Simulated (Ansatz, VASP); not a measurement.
**Two plane-wave programs on Ru**

File INCAR:

```
  PREC = Accurate
  ENCUT = 520
  EDIFF = 1E-6
  ISMEAR = 0
  SIGMA = 0.15
  LREAL = F
  LASPH = T
  NELM = 80
  ALGO = Fast
  ISIF = 2
  LWAVE = F
  LCHARG = F
  GGA = PS
  NBANDS = 21
```

Contents of KPOINTS:

```
regular mesh
0
Gamma
  18 18 10
```

POSCAR

```
Ru
1.0
    2.7254575605      0.0000000000      0.0000000000
   -1.3627287802      2.3603154843      0.0000000000
    0.0000000000      0.0000000000      4.2523798378
Ru
2
Direct
    0.3633848245      0.7267696491      0.2500000000
    0.6366151755      0.2732303509      0.7500000000
```

Input for Ansatz:

```yaml
crystal:
  lattice:
    - [2.7254575605, 0.0, 0.0]
    - [-1.3627287802, 2.3603154843, 0.0]
    - [0.0, 0.0, 4.2523798378]
  atoms:
    - { symbol: Ru, position: [0.3633848245, 0.7267696491, 0.25] }
    - { symbol: Ru, position: [0.6366151755, 0.2732303509, 0.75] }
basis:
  ecutwfc: 420
kpoints:
  mp_grid: { grid: [18, 18, 10] }
hamiltonian:
  xc: pbesol
  pseudopotentials: { kind: paw, azcp: { folder: soft_1 } }
scf:
  occupations: { method: gaussian, width: 0.15 }
output:
  forces: true
  stress: true
  eigenvalues: true
```

Change from the starting cell: mode 5 frozen in at +0.140 Å, equal normal strain along x and y +0.0133.

Alike in both runs: task single point; functional PBEsol; k mesh 18 × 18 × 10; occupations gaussian, width 0.15 eV; no spin polarisation.

|  | VASP | Ansatz |
| --- | --- | --- |
| version | VASP 6.6.1 | Ansatz 0.2.0 |
| potentials or method | VASP PAW PBE potentials, release 64 (Ru_pv), cutoff 520 eV | scalar-relativistic, plane waves, PAW |
| valence electrons in the cell | 28 | 32 |

```tsv
	VASP	Ansatz	Ansatz less VASP
gap on the k mesh at the Fermi level (eV)	none	none	-
pressure (GPa)	-4.3	-4.2	+0.06
traceless stress, the component that is largest in VASP (GPa)	-8.02	-7.96	+0.060
rms of the force components (eV/Å)	1.007	1.005	-0.0020
```

VASP's potentials were made for PBE, not for PBEsol, and Ansatz warns of the same on its side. Atom by atom the forces differ by 0.002 eV/Å (rms over components). A gap of «none» marks a metal or a gap that the smearing closes. The functional is the same, so the differences come from potentials, cutoffs and numerics. VASP's potentials hold 28 valence electrons a cell and Ansatz's 32, so a difference there can come from the potentials and not from the codes.
